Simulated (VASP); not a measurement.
# H6C2O in VASP: notebook, part 2 of 2

VASP 6.6.1.

### Step 3. Single point, PBE+D3(BJ)

The input, INCAR:

```
PREC = Accurate
ENCUT = 1000
EDIFF = 1E-6
ISMEAR = -1
SIGMA = 0.02
LREAL = Auto
LASPH = True
NELM = 120
ALGO = Normal
ISIF = 2
LWAVE = False
LCHARG = False
GGA = PE
IVDW = 12
NBANDS = 64
GGA_COMPAT = False
```

The input, KPOINTS:

```
Automatic mesh
0
Gamma
  1 1 1
```

The input, POSCAR:

```
H6C2O
1.0
    7.3483620000      0.0000000000      0.0000000000
    0.0000000000      7.3483620000      0.0000000000
    0.0000000000      0.0000000000      7.3483620000
O C H
4 8 24
Direct
    1.0539083404      0.2778714494      0.7180239623
    0.6473007182      0.4477732589      0.3731579909
    0.8524212607      0.8362816094     -0.0513856013
    0.8098267342     -0.0324017788      0.2980800347
    1.0644685169      0.1786248418      0.5878316828
    0.4891294141      0.4032055035      0.3513027801
    0.8369620332      0.6725580476     -0.0143161156
    0.7653406297      0.0915714278      0.2012693441
    0.5549672158      0.7071916163      0.7056402502
    0.4931575227      0.1401536832      0.8200739158
    0.1971187593      0.4416630536      0.0958580974
    0.0792829749      0.7206776150      0.5844976064
    0.9788848181      0.1671392890      0.4744186528
    1.1799228182      0.0770647935      0.5745498112
    0.3751584367      0.4973489330      0.3749951350
    0.4585783879      0.2602348659      0.3264128795
    0.8713778663      0.5701678823     -0.1241092913
    0.8080576324      0.6048422764      0.1181079539
    0.6173484649      0.1268854202      0.1730181502
    0.8617430660      0.1712218315      0.1212651200
    0.5339149051      0.6390267654      0.5718281163
    0.6145042936      0.8412487028      0.6765589393
    0.6187637463      0.6143001665      0.8055400646
    0.4147454902      0.7256174914      0.7592712498
    0.5499729055      0.1893074946      0.9538724412
    0.6014809831      0.1185162081      0.7264612168
    0.3910259184      0.2340113348      0.7807998572
    0.4447793944      0.0056883425      0.8410717926
    0.2676106594      0.3167780793      0.1296071152
    0.1121882673      0.4852373903      0.2101965037
    0.1136443741      0.4230330514     -0.0387433281
    0.2944329634      0.5522455208      0.0696073492
    0.0294079143      0.8018657763      0.6912697006
   -0.0133363054      0.5966499745      0.5573623074
    0.1938527253      0.6411905129      0.6271465668
    0.0987022686      0.7971436355      0.4555573065
```

Potentials or basis: VASP PAW PBE potentials, release 64 (O_h, C_h, H_h).

Started as:

```sh
> cat potpaw_PBE.64/O_h/POTCAR potpaw_PBE.64/C_h/POTCAR potpaw_PBE.64/H_h/POTCAR > POTCAR
> mpirun -np 1 vasp_gam > vasp.out
```

OUTCAR:

```text
PREC = Accurate
   ENCUT = 1000
   EDIFF = 1E-6
   ISMEAR = -1
   LREAL = Auto
   LASPH = True
   NELM = 120
   ISIF = 2
   GGA = PE
   IVDW = 12
 IVDW          = 12

 ion  position               nearest neighbor table
   1  0.054  0.278  0.718-   5 1.21
   2  0.647  0.448  0.373-   6 1.22
   3  0.852  0.836  0.949-   7 1.24
   4  0.810  0.968  0.298-   8 1.20
   5  0.064  0.179  0.588-  13 1.05  14 1.13   1 1.21
   6  0.489  0.403  0.351-  16 1.09  15 1.10   2 1.22
   7  0.837  0.673  0.986-  18 1.11  17 1.13   3 1.24
   8  0.765  0.092  0.201-  20 1.09  19 1.14   4 1.20
   9  0.555  0.707  0.706-  22 1.10  23 1.11  24 1.11  21 1.11
  10  0.493  0.140  0.820-  27 1.06  28 1.06  26 1.06  25 1.13
  11  0.197  0.442  0.096-  29 1.08  30 1.09  32 1.10  31 1.17
  12  0.079  0.721  0.584-  33 1.05  35 1.07  36 1.11  34 1.15
  13  0.979  0.167  0.474-   5 1.05
  14  0.180  0.077  0.575-   5 1.13
  15  0.375  0.497  0.375-   6 1.10
  16  0.459  0.260  0.326-   6 1.09
  17  0.871  0.570  0.876-   7 1.13
  18  0.808  0.605  0.118-   7 1.11
[... 16 lines left out ...]
  35  0.194  0.641  0.627-  12 1.07
  36  0.099  0.797  0.456-  12 1.11

  LATTYP: Found a simple cubic cell.
 ALAT       =     7.3483620000

  Lattice vectors:

 A1 = (   7.3483620000,   0.0000000000,   0.0000000000)
 A2 = (   0.0000000000,   7.3483620000,   0.0000000000)
 A3 = (   0.0000000000,   0.0000000000,   7.3483620000)

Analysis of symmetry for initial positions (statically):
=====================================================================
 Subroutine PRICEL returns:
 Original cell was already a primitive cell.

 Routine SETGRP: Setting up the symmetry group for a
 simple cubic supercell.

 Subroutine GETGRP returns: Found  1 space group operations
 (whereof  1 operations were pure point group operations)
 out of a pool of 48 trial point group operations.

The static configuration has the point symmetry C_1 .

Analysis of symmetry for dynamics (positions and initial velocities):
=====================================================================
 Subroutine PRICEL returns:
 Original cell was already a primitive cell.

 Routine SETGRP: Setting up the symmetry group for a
 simple cubic supercell.

 Subroutine GETGRP returns: Found  1 space group operations
 (whereof  1 operations were pure point group operations)
 out of a pool of 48 trial point group operations.

The dynamic configuration has the point symmetry C_1 .

 Subroutine INISYM returns: Found  1 space group operations
 (whereof  1 operations are pure point group operations),
 and found     1 'primitive' translations

----------------------------------------------------------------------------------------

                                     Primitive cell

  volume of cell :     396.8000

  direct lattice vectors                    reciprocal lattice vectors
     7.348362000  0.000000000  0.000000000     0.136084749  0.000000000  0.000000000
     0.000000000  7.348362000  0.000000000     0.000000000  0.136084749  0.000000000
     0.000000000  0.000000000  7.348362000     0.000000000  0.000000000  0.136084749

  length of vectors
     7.348362000  7.348362000  7.348362000     0.136084749  0.136084749  0.136084749

  position of ions in fractional coordinates (direct lattice)
     0.053908340  0.277871449  0.718023962
     0.647300718  0.447773259  0.373157991
     0.852421261  0.836281609  0.948614399
     0.809826734  0.967598221  0.298080035
     0.064468517  0.178624842  0.587831683
     0.489129414  0.403205503  0.351302780
[... 28 lines left out ...]
     0.193852725  0.641190513  0.627146567
     0.098702269  0.797143635  0.455557306

  ion indices of the primitive-cell ions
   primitive index   ion index
                 1           1
                 2           2
                 3           3
                 4           4
                 5           5
                 6           6
[... 28 lines left out ...]
                35          35
                36          36

----------------------------------------------------------------------------------------

 KPOINTS: Automatic mesh

Automatic generation of k-mesh.
 Grid dimensions read from file:
 generate k-points for:    1    1    1

 Generating k-lattice:

  Cartesian coordinates                     Fractional coordinates (reciprocal lattice)
     0.136084749  0.000000000  0.000000000     1.000000000  0.000000000  0.000000000
     0.000000000  0.136084749  0.000000000     0.000000000  1.000000000  0.000000000
     0.000000000  0.000000000  0.136084749     0.000000000  0.000000000  1.000000000

  Length of vectors
     0.136084749  0.136084749  0.136084749

  Shift w.r.t. Gamma in fractional coordinates (k-lattice)
     0.000000000  0.000000000  0.000000000

 Subroutine IBZKPT returns following result:
 ===========================================

 Found      1 irreducible k-points:

 Following reciprocal coordinates:
            Coordinates               Weight
  0.000000  0.000000  0.000000      1.000000
   k-points           NKPTS =      1   k-points in BZ     NKDIM =      1   number of bands    NBANDS=     64
   number of dos      NEDOS =    301   number of ions     NIONS =     36
   total plane-waves  NPLWV = 512000
   dimension x,y,z NGX =    80 NGY =   80 NGZ =   80
   dimension x,y,z NGXF=   160 NGYF=  160 NGZF=  160
   ions per type =               4   8  24
   NGX,Y,Z   is equivalent  to a cutoff of  18.10, 18.10, 18.10 a.u.
   NGXF,Y,Z  is equivalent  to a cutoff of  36.20, 36.20, 36.20 a.u.
 SYSTEM =  unknown system
   PREC   = accura    normal or accurate (medium, high low for compatibility)
   ISTART =      0    job   : 0-new  1-cont  2-samecut
   ICHARG =      2    charge: 1-file 2-atom 10-const
   ISPIN  =      1    spin polarized calculation?
   LNONCOLLINEAR =      F non collinear calculations
   LSORBIT =      F    spin-orbit coupling
   LASPH  =      T    aspherical Exc in radial PAW
   ENCUT  = 1000.0 eV  73.50 Ry    8.57 a.u.  18.95 18.95 18.95*2*pi/ulx,y,z
   NELM   =    120;   NELMIN=  2; NELMDL= -5     # of ELM steps
   EDIFF  = 0.1E-05   stopping-criterion for ELM
   LREAL  =      T    real-space projection
   EDIFFG = 0.1E-04   stopping-criterion for IOM
   NSW    =      0    number of steps for IOM
   IBRION =     -1    ionic relax: 0-MD 1-quasi-New 2-CG
   NFREE  =      0    steps in history (QN), initial steepest desc. (CG)
   ISIF   =      2    stress and relaxation
   ISYM   =      2    0-nonsym 1-usesym 2-fastsym
   POTIM  = 0.5000    time-step for ionic-motion
   TEBEG  =    0.0;   TEEND  =   0.0 temperature during run
   PSTRESS=    0.0 pullay stress
   NELECT =      80.0000    total number of electrons
   NUPDOWN=      -1.0000    fix difference up-down
   EMIN   =  10.00;   EMAX   =-10.00  energy-range for DOS
   EFERMI =   0.00;   METHOD = LEGACY
   ISMEAR =    -1;   SIGMA  =   0.02  broadening in eV -4-tet -1-fermi 0-gaus
   EFERMI_NEDOS =   21; number of points for ismear=-14 and -15
   IALGO  =     38    algorithm
   IMIX   =      4    mixing-type and parameters
     AMIX     =   0.40;   BMIX     =  1.00
     AMIX_MAG =   1.60;   BMIX_MAG =  1.00
  volume/ion in A,a.u.               =      11.02        74.38
  Fermi-wavevector in a.u.,A,eV,Ry     =   0.959948  1.814038 12.537766  0.921500
  Thomas-Fermi vector in A             =   2.089189
   LORBIT       =      0    0 simple, 1 ext, 2 COOP (PROOUT), +10 PAW based schemes
   GGA     = PE    functional components
   LHFCALC =     F    Hartree Fock is set to
   AEXX    =    0.0000 exact exchange contribution
   IVDW    =    12    specifies the selected vdW correction
   LEPSILON=     F    determine dielectric tensor
   LRPA    =     F    only Hartree local field effects (RPA)
 non-spin polarized calculation
  energy-cutoff  :     1000.00
  volume of cell :      396.80
 maximum number of plane-waves:     14213
 NGX is ok and might be reduce to    80
   NGX = 37   NGY = 37   NGZ = 37

 number of electron      80.0000000 magnetization

 Free energy of the ion-electron system (eV)
  ---------------------------------------------------
  ext. energy  EPLUGINS =         0.00000000
  ---------------------------------------------------
  free energy    TOTEN  =      -183.56679644 eV

  energy without entropy =     -183.56679644  energy(sigma->0) =     -183.56679644

 E-fermi :  -2.0105     XC(G=0):  -6.5423

 val. band max:       -2.5837977425   @ k =   0.0000   0.0000   0.0000
 cond. band min:       0.3472321480   @ k =   0.0000   0.0000   0.0000
 fundamental gap:      2.9310298905
 Fermi energy:        -2.0105476607

 k-point     1 :       0.0000    0.0000    0.0000
  band No.  band energies     occupation
      1     -23.5381      2.00000
      2     -23.4682      2.00000
      3     -23.2335      2.00000
      4     -22.7248      2.00000
      5     -14.1764      2.00000
      6     -13.9679      2.00000
[... 44 lines left out ...]
     51       4.9642      0.00000
     52       5.3179      0.00000
 [bands above 52 left out]

------------------------ aborting loop because EDIFF is reached ----------------------------------------

 Edisp (eV)   -1.40951

 E8    (eV) :    -0.3127

  FORCE on cell =-STRESS in cart. coord.  units (eV):
  Direction    XX          YY          ZZ          XY          YZ          ZX
  --------------------------------------------------------------------------------------
  -------------------------------------------------------------------------------------
  Total       6.55683    -0.20429     2.97512    -1.65996     2.63479     1.09707
  in kB      26.47482    -0.82487    12.01279    -6.70249    10.63860     4.42968
  external pressure =       12.55 kB  Pullay stress =        0.00 kB

 VOLUME and BASIS-vectors are now :
 -----------------------------------------------------------------------------
  energy-cutoff  :     1000.00
  volume of cell :      396.80
      direct lattice vectors                 reciprocal lattice vectors
     7.348362000  0.000000000  0.000000000     0.136084749  0.000000000  0.000000000
     0.000000000  7.348362000  0.000000000     0.000000000  0.136084749  0.000000000
     0.000000000  0.000000000  7.348362000     0.000000000  0.000000000  0.136084749

 POSITION                                       TOTAL-FORCE (eV/Angst)
 -----------------------------------------------------------------------------------
      0.39614      2.04190      5.27630        -0.502397      0.347920     -0.068321
      4.75660      3.29040      2.74210        -0.193822     -0.063053     -0.566706
      6.26390      6.14530      6.97076        -0.297373     -1.919619      0.958652
      5.95090      7.11026      2.19040         0.074711     -0.156560      0.886595
      0.47374      1.31260      4.31960         2.391449     -1.062041      1.062517
      3.59430      2.96290      2.58150         1.027425      0.207470      1.122229
[... 28 lines left out ...]
      1.42450      4.71170      4.60850         1.126955      0.297628      0.131298
      0.72530      5.85770      3.34760         0.063446     -0.359799      0.521899
 -----------------------------------------------------------------------------------
    total drift:                                0.001143      0.000598     -0.001380

  FREE ENERGIE OF THE ION-ELECTRON SYSTEM (eV)
  ---------------------------------------------------
  free  energy   TOTEN  =      -184.9763096687 eV

  energy  without entropy=     -184.9763096687  energy(sigma->0) =     -184.97630967
```

It took 2.7 min on 1 thread of Intel Xeon Platinum 8375C at 2.90GHz (Ice Lake), shared host; peak memory 0.89 GiB.

Results:

| Item | Value |
| --- | --- |
| Free energy | -184.9763 eV |
| Pressure | 1.3 GPa |
| Largest force | 3.361 eV/Å |
| Band gap on the k mesh | 2.93 eV |
| Dispersion energy per atom | -0.039 eV |

Forces in eV/Å, atoms in the order of the input:
```
O   -0.502  0.348 -0.068
O   -0.194 -0.063 -0.567
O   -0.297 -1.920  0.959
O    0.075 -0.157  0.887
C    2.391 -1.062  1.063
C    1.027  0.207  1.122
C    1.290  1.041 -1.500
C   -1.011 -0.179 -0.530
C   -1.721 -0.523 -0.619
C    0.930  0.363  1.905
C   -1.151  0.537 -1.865
C   -0.846 -2.529 -2.045
H   -1.828  0.445 -1.367
H   -0.095  0.304  0.289
H   -0.146  0.170 -0.050
H   -0.477 -0.572 -0.266
H   -0.163  0.287  0.361
H   -0.321  0.769  0.305
H    0.580 -0.261  0.367
H    0.551  0.471 -0.236
H    0.419  0.204  0.776
H    0.366 -0.613  0.491
H    0.173  0.500 -0.748
H    0.451  0.232 -0.091
H   -0.258 -0.229 -1.029
H    0.870  0.501 -0.824
H   -0.808  0.600 -0.582
H   -0.930 -0.772  0.404
H    0.011 -0.355 -0.163
H   -0.195 -0.080 -0.043
H    1.045  0.067  1.917
H    0.080 -0.105 -0.006
H   -0.634  0.800  1.016
H    0.126  1.633  0.087
H    1.127  0.298  0.131
H    0.063 -0.360  0.522
```

Stress tensor (GPa, compression positive):
```
 2.65 -0.67  0.44
-0.67 -0.08  1.06
 0.44  1.06  1.20
```

Levels at points of the mesh, in eV from the valence-band top:
| k point | band 37 | band 38 | band 39 | band 40 | band 41 | band 42 | band 43 | band 44 |
| --- | --- | --- | --- | --- | --- | --- | --- | --- |
| (0.00, 0.00, 0.00) | -0.69 | -0.40 | -0.15 | 0.00 | 2.93 | 3.25 | 3.29 | 3.72 |

Caveat: the k points lie up to 0.86 Å⁻¹ apart; the atoms stand as in a frame of molecular dynamics.
